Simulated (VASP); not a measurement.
A run of VASP 6.6.1 is set up as follows.

File INCAR:

```
ALGO = Normal ; EDIFF = 1E-6
ENCUT = 520 ; GGA = PS
ISIF = 2 ; ISMEAR = 0
LASPH = T ; LCHARG = T
LELF = T ; LREAL = F
LVHAR = T ; LWAVE = F
NBANDS = 16 ; NELM = 60
PREC = Accurate ; SIGMA = 0.05
```

The input KPOINTS:

```
k-points
0
Gamma
  12 12 6
```

The input POSCAR:

```
BN
1.0
    2.5539396017      0.0000000000      0.0000000000
   -1.2769698009      2.2117765748      0.0000000000
    0.0000000000      0.0000000000      4.2268550000
B N
2 2
Direct
    0.6666666667      0.3333333333      0.9997240000
    0.3333333333      0.6666666667      0.4997240000
    0.6666666667      0.3333333333      0.5543012445
    0.3333333333      0.6666666667      0.0543012445
```

Potentials or basis: VASP PAW PBE potentials, release 64 (B, N).

The run is started by

```bash
$ cat potpaw_PBE.64/B/POTCAR potpaw_PBE.64/N/POTCAR > POTCAR
$ mpirun -np 1 vasp_std > vasp.out
```

(1) What does it give for the band gap on the k mesh?

(2) What does it give for the largest force?

(3) Predict the pressure.

## Answers

(1) 3.78 eV, indirect (least direct gap 6.34 eV).

(2) 2.439 eV/Å.

(3) 11.8 GPa.

Caveat: the cell differs from its parent crystal (all N atoms moved -0.300 Å, as atom 3 along Cartesian [0 0 1]); the PAW data sets were made with another functional, which shifts forces and pressure a little.
